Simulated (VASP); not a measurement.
# BP (F-43m) in VASP: notebook, part 2 of 2

VASP 6.6.1.

### 3 Single point, revPBE+D3(BJ)

This run uses another cell than the first one, of 11.68 Å³/atom, 1.020 times its volume.

File INCAR:

```
SYSTEM = BP
PREC     = Accurate       ! precision mode
ENCUT    = 520            ! plane-wave cutoff, eV
EDIFF    = 1E-6           ! SCF threshold, eV
ISMEAR   = -1             ! smearing method
SIGMA    = 0.05           ! smearing width, eV
LREAL    = .FALSE.        ! projectors in reciprocal space
LASPH    = .TRUE.         ! aspherical terms in the spheres
NELM     = 100            ! most SCF steps
ALGO     = Normal         ! electronic algorithm
ISIF     = 2              ! what is computed and relaxed
LWAVE    = .FALSE.        ! write WAVECAR
LCHARG   = .FALSE.        ! write CHGCAR
GGA      = RE             ! functional
IVDW     = 12             ! dispersion correction
NBANDS   = 11             ! bands
```

File KPOINTS:

```
Automatic mesh
0
G
  10 10 10
  0 0 0
```

File POSCAR:

```
BP
1.0
    0.0000000000      2.2690000000      2.2690000000
    2.2690000000      0.0000000000      2.2690000000
    2.2690000000      2.2690000000      0.0000000000
P B
1 1
Direct
    0.7500000000      0.7500000000      0.7500000000
    0.0000000000      0.0000000000      0.0000000000
```

Potentials or basis: VASP PAW PBE potentials, release 64 (P, B).

Launch:

```sh
$ cat potpaw_PBE.64/P/POTCAR potpaw_PBE.64/B/POTCAR > POTCAR
$ mpirun -np 1 vasp_std > vasp.out
```

OUTCAR:

```text
SYSTEM = BP
   PREC = Accurate
   ENCUT = 520
   EDIFF = 1E-6
   ISMEAR = -1
   LREAL = .FALSE.
   LASPH = .TRUE.
   NELM = 100
   ISIF = 2
   GGA = RE
   IVDW = 12
 IVDW          = 12

 ion  position               nearest neighbor table
   1  0.750  0.750  0.750-   2 1.97   2 1.97   2 1.97   2 1.97
   2  0.000  0.000  0.000-   1 1.97   1 1.97   1 1.97   1 1.97

  LATTYP: Found a face centered cubic cell.
 ALAT       =     4.5380000000

  Lattice vectors:

 A1 = (   0.0000000000,   2.2690000000,   2.2690000000)
 A2 = (   2.2690000000,   0.0000000000,   2.2690000000)
 A3 = (   2.2690000000,   2.2690000000,   0.0000000000)

Analysis of symmetry for initial positions (statically):
=====================================================================
 Subroutine PRICEL returns:
 Original cell was already a primitive cell.

 Routine SETGRP: Setting up the symmetry group for a
 face centered cubic supercell.

 Subroutine GETGRP returns: Found 24 space group operations
 (whereof 24 operations were pure point group operations)
 out of a pool of 48 trial point group operations.

The static configuration has the point symmetry T_d .

Analysis of symmetry for dynamics (positions and initial velocities):
=====================================================================
 Subroutine PRICEL returns:
 Original cell was already a primitive cell.

 Routine SETGRP: Setting up the symmetry group for a
 face centered cubic supercell.

 Subroutine GETGRP returns: Found 24 space group operations
 (whereof 24 operations were pure point group operations)
 out of a pool of 48 trial point group operations.

The dynamic configuration has the point symmetry T_d .

 Subroutine INISYM returns: Found 24 space group operations
 (whereof 24 operations are pure point group operations),
 and found     1 'primitive' translations

----------------------------------------------------------------------------------------

                                     Primitive cell

  volume of cell :      23.3633

  direct lattice vectors                    reciprocal lattice vectors
     0.000000000  2.269000000  2.269000000    -0.220361393  0.220361393  0.220361393
     2.269000000  0.000000000  2.269000000     0.220361393 -0.220361393  0.220361393
     2.269000000  2.269000000  0.000000000     0.220361393  0.220361393 -0.220361393

  length of vectors
     3.208850573  3.208850573  3.208850573     0.381677128  0.381677128  0.381677128

  position of ions in fractional coordinates (direct lattice)
     0.750000000  0.750000000  0.750000000
     0.000000000  0.000000000  0.000000000

  ion indices of the primitive-cell ions
   primitive index   ion index
                 1           1
                 2           2

----------------------------------------------------------------------------------------

 KPOINTS: Automatic mesh

Automatic generation of k-mesh.
 Grid dimensions read from file:
 generate k-points for:   10   10   10

 Generating k-lattice:

  Cartesian coordinates                     Fractional coordinates (reciprocal lattice)
    -0.022036139  0.022036139  0.022036139     0.100000000  0.000000000  0.000000000
     0.022036139 -0.022036139  0.022036139     0.000000000  0.100000000  0.000000000
     0.022036139  0.022036139 -0.022036139     0.000000000  0.000000000  0.100000000

  Length of vectors
     0.038167713  0.038167713  0.038167713

  Shift w.r.t. Gamma in fractional coordinates (k-lattice)
     0.000000000  0.000000000  0.000000000

 Subroutine IBZKPT returns following result:
 ===========================================

 Found     47 irreducible k-points:

 Following reciprocal coordinates:
            Coordinates               Weight
  0.000000  0.000000  0.000000      1.000000
  0.100000  0.000000  0.000000      8.000000
  0.200000  0.000000  0.000000      8.000000
  0.300000  0.000000  0.000000      8.000000
  0.400000  0.000000  0.000000      8.000000
  0.500000  0.000000  0.000000      4.000000
[... 16 lines left out ...]
  0.300000  0.300000  0.000000      6.000000
  0.400000  0.300000  0.000000     24.000000
 [... further k-points ...]
   k-points           NKPTS =     47   k-points in BZ     NKDIM =     47   number of bands    NBANDS=     11
   number of dos      NEDOS =    301   number of ions     NIONS =      2
   total plane-waves  NPLWV =  13824
   dimension x,y,z NGX =    24 NGY =   24 NGZ =   24
   dimension x,y,z NGXF=    48 NGYF=   48 NGZF=   48
   ions per type =               1   1
   NGX,Y,Z   is equivalent  to a cutoff of  12.43, 12.43, 12.43 a.u.
   NGXF,Y,Z  is equivalent  to a cutoff of  24.87, 24.87, 24.87 a.u.
 SYSTEM =  BP
   PREC   = accura    normal or accurate (medium, high low for compatibility)
   ISTART =      0    job   : 0-new  1-cont  2-samecut
   ICHARG =      2    charge: 1-file 2-atom 10-const
   ISPIN  =      1    spin polarized calculation?
   LNONCOLLINEAR =      F non collinear calculations
   LSORBIT =      F    spin-orbit coupling
   LASPH  =      T    aspherical Exc in radial PAW
   ENCUT  =  520.0 eV  38.22 Ry    6.18 a.u.   5.97  5.97  5.97*2*pi/ulx,y,z
   NELM   =    100;   NELMIN=  2; NELMDL= -5     # of ELM steps
   EDIFF  = 0.1E-05   stopping-criterion for ELM
   LREAL  =      F    real-space projection
   EDIFFG = 0.1E-04   stopping-criterion for IOM
   NSW    =      0    number of steps for IOM
   IBRION =     -1    ionic relax: 0-MD 1-quasi-New 2-CG
   NFREE  =      0    steps in history (QN), initial steepest desc. (CG)
   ISIF   =      2    stress and relaxation
   ISYM   =      2    0-nonsym 1-usesym 2-fastsym
   POTIM  = 0.5000    time-step for ionic-motion
   TEBEG  =    0.0;   TEEND  =   0.0 temperature during run
   PSTRESS=    0.0 pullay stress
   NELECT =       8.0000    total number of electrons
   NUPDOWN=      -1.0000    fix difference up-down
   EMIN   =  10.00;   EMAX   =-10.00  energy-range for DOS
[... 5 lines left out ...]
     AMIX     =   0.40;   BMIX     =  1.00
     AMIX_MAG =   1.60;   BMIX_MAG =  1.00
  volume/ion in A,a.u.               =      11.68        78.83
  Fermi-wavevector in a.u.,A,eV,Ry     =   1.145320  2.164342 17.847562  1.311759
  Thomas-Fermi vector in A             =   2.282009
   LORBIT       =      0    0 simple, 1 ext, 2 COOP (PROOUT), +10 PAW based schemes
   GGA     = RE    functional components
   LHFCALC =     F    Hartree Fock is set to
   AEXX    =    0.0000 exact exchange contribution
   IVDW    =    12    specifies the selected vdW correction
   LEPSILON=     F    determine dielectric tensor
   LRPA    =     F    only Hartree local field effects (RPA)
 non-spin polarized calculation
  energy-cutoff  :      520.00
  volume of cell :       23.36
 maximum number of plane-waves:       639
   NGX = 11   NGY = 11   NGZ = 11

 number of electron       8.0000000 magnetization

 Free energy of the ion-electron system (eV)
  ---------------------------------------------------
  ext. energy  EPLUGINS =         0.00000000
  ---------------------------------------------------
  free energy    TOTEN  =       -12.38237076 eV

  energy without entropy =      -12.38237071  energy(sigma->0) =      -12.38237073

 E-fermi :   8.1042     XC(G=0): -10.8564

 val. band max:        7.5009076461   @ k =   0.0000   0.0000   0.0000
 cond. band min:       8.7453934165   @ k =   0.4000   0.4000   0.0000
 fundamental gap:      1.2444857705
 Fermi energy:         8.1041885678

 k-point     1 :       0.0000    0.0000    0.0000
  band No.  band energies     occupation
      1      -7.9751      2.00000
      2       7.5009      1.99999
      3       7.5009      1.99999
      4       7.5009      1.99999
      5      10.8952      0.00000
      6      10.8952      0.00000
      7      10.8952      0.00000
      8      14.9046      0.00000
      9      19.1178      0.00000
     10      19.5607      0.00000
     11      19.5607      0.00000
[... 309 lines left out ...]
 k-point    24 :       0.4000    0.3000    0.0000
  band No.  band energies     occupation
      1      -5.0328      2.00000
      2       1.3227      2.00000
      3       3.4491      2.00000
      4       3.9812      2.00000
      5       9.3187      0.00000
      6      11.1382      0.00000
      7      16.9959      0.00000
      8      16.9992      0.00000
      9      21.5720      0.00000
     10      22.7012      0.00000
     11      24.6358      0.00000

 [... further k-points ...]

------------------------ aborting loop because EDIFF is reached ----------------------------------------

 Edisp (eV)   -1.30430

 E8    (eV) :    -0.8474

  FORCE on cell =-STRESS in cart. coord.  units (eV):
  Direction    XX          YY          ZZ          XY          YZ          ZX
  --------------------------------------------------------------------------------------
  -------------------------------------------------------------------------------------
  Total      -0.90726    -0.90726    -0.90726     0.00000    -0.00000     0.00000
  in kB     -62.21709   -62.21709   -62.21709     0.00000    -0.00000     0.00000
  external pressure =      -62.22 kB  Pullay stress =        0.00 kB

 VOLUME and BASIS-vectors are now :
 -----------------------------------------------------------------------------
  energy-cutoff  :      520.00
  volume of cell :       23.36
      direct lattice vectors                 reciprocal lattice vectors
     0.000000000  2.269000000  2.269000000    -0.220361393  0.220361393  0.220361393
     2.269000000  0.000000000  2.269000000     0.220361393 -0.220361393  0.220361393
     2.269000000  2.269000000  0.000000000     0.220361393  0.220361393 -0.220361393

 POSITION                                       TOTAL-FORCE (eV/Angst)
 -----------------------------------------------------------------------------------
      3.40350      3.40350      3.40350         0.000000      0.000000      0.000000
      0.00000      0.00000      0.00000        -0.000000     -0.000000     -0.000000
 -----------------------------------------------------------------------------------
    total drift:                               -0.000000     -0.000000     -0.000000

  FREE ENERGIE OF THE ION-ELECTRON SYSTEM (eV)
  ---------------------------------------------------
  free  energy   TOTEN  =       -13.6866736305 eV

  energy  without entropy=      -13.6866735819  energy(sigma->0) =      -13.68667361
```

Wall time 18 s (1 thread of AMD EPYC 7R13, shared host); peak memory 0.12 GiB.

Results:

```
Free energy                : -13.6867 eV
Pressure                   : -6.2 GPa
Band gap on the k mesh     : 1.24 eV, indirect (least direct gap 3.39 eV)
Dispersion energy per atom : -0.652 eV
```

Levels at points of the mesh, in eV from the valence-band top:
```tsv
k point	band 1	band 2	band 3	band 4	band 5	band 6	band 7	band 8	band 9
(0.00, 0.00, 0.00)	-15.48	0.00	0.00	0.00	3.39	3.39	3.39	7.40	11.62
(0.50, 0.00, 0.00)	-12.15	-9.04	-1.76	-1.76	3.78	4.70	4.70	10.20	14.60
(0.50, 0.50, 0.00)	-10.61	-8.61	-4.12	-4.12	1.33	1.69	12.16	12.16	15.34
```

Caveat: the PAW data sets were made with another functional, which shifts forces and pressure a little. A hybrid or GW would open this gap; revPBE tends to underestimate it.

### 4 Single point, revPBE+D3(BJ)

This run uses another cell than the first one, of 11.92 Å³/atom, 1.041 times its volume.

File INCAR:

```
  ALGO = Normal
  EDIFF = 1E-7
  ENCUT = 520
  GGA = RE
  ISIF = 2
  ISMEAR = -1
  IVDW = 12
  LASPH = T
  LCHARG = F
  LREAL = F
  LWAVE = F
  NBANDS = 11
  NELM = 100
  PREC = Accurate
  SIGMA = 0.05
```

File KPOINTS:

```
k-points
0
Gamma
  10 10 10
```

File POSCAR:

```
BP
1.0
    0.0000000000      2.2840269280      2.2840269280
    2.2840269280      0.0000000000      2.2840269280
    2.2840269280      2.2840269280      0.0000000000
P B
1 1
Direct
    0.7500000000      0.7500000000      0.7500000000
    0.0000000000      0.0000000000      0.0000000000
```

Launch:

```sh
$ cat potpaw_PBE.64/P/POTCAR potpaw_PBE.64/B/POTCAR > POTCAR
$ mpirun -np 1 vasp_std > vasp.out
```

It took 24 s on 1 thread of AMD EPYC 7R13, shared host; peak memory 0.12 GiB.

It converged, with:

| Quantity | Value |
| --- | --- |
| Free energy | -13.6645 eV |
| Pressure | -9.1 GPa |
| Band gap on the k mesh | 1.27 eV, indirect (least direct gap 3.37 eV) |
| Dispersion energy per atom | -0.639 eV |

Levels at points of the mesh, in eV from the valence-band top:
| k point | band 1 | band 2 | band 3 | band 4 | band 5 | band 6 | band 7 | band 8 |
| --- | --- | --- | --- | --- | --- | --- | --- | --- |
| (0.00, 0.00, 0.00) | -15.30 | 0.00 | 0.00 | 0.00 | 3.37 | 3.37 | 3.37 | 7.10 |
| (0.50, 0.00, 0.00) | -12.05 | -8.90 | -1.74 | -1.74 | 3.67 | 4.69 | 4.69 | 10.13 |
| (0.50, 0.50, 0.00) | -10.54 | -8.51 | -4.05 | -4.05 | 1.37 | 1.71 | 11.97 | 11.97 |

Caveat: the PAW data sets were made with another functional, which shifts forces and pressure a little. Expect the measured gap to be larger: semilocal functionals such as revPBE lack the derivative discontinuity.

### 5 Summary

```tsv
cell	gap on the mesh (eV)	pressure (GPa)
a = 3.187 Å, angles 60.0°, 2 atoms	1.21	-3.0
a = 3.209 Å, angles 60.0°, 2 atoms	1.24	-6.2
a = 3.230 Å, angles 60.0°, 2 atoms	1.27	-9.1
```

Alike in all rows: task single point; level revPBE+D3(BJ); potentials or basis VASP PAW PBE potentials, release 64 (P, B); no spin polarisation; k mesh 10 × 10 × 10; cutoff (eV) 520; smearing fermi-dirac 0.05 eV.

Caveats: the PAW data sets were made with another functional, which shifts forces and pressure a little.

Absolute energies hang on the potentials; compare differences alone.
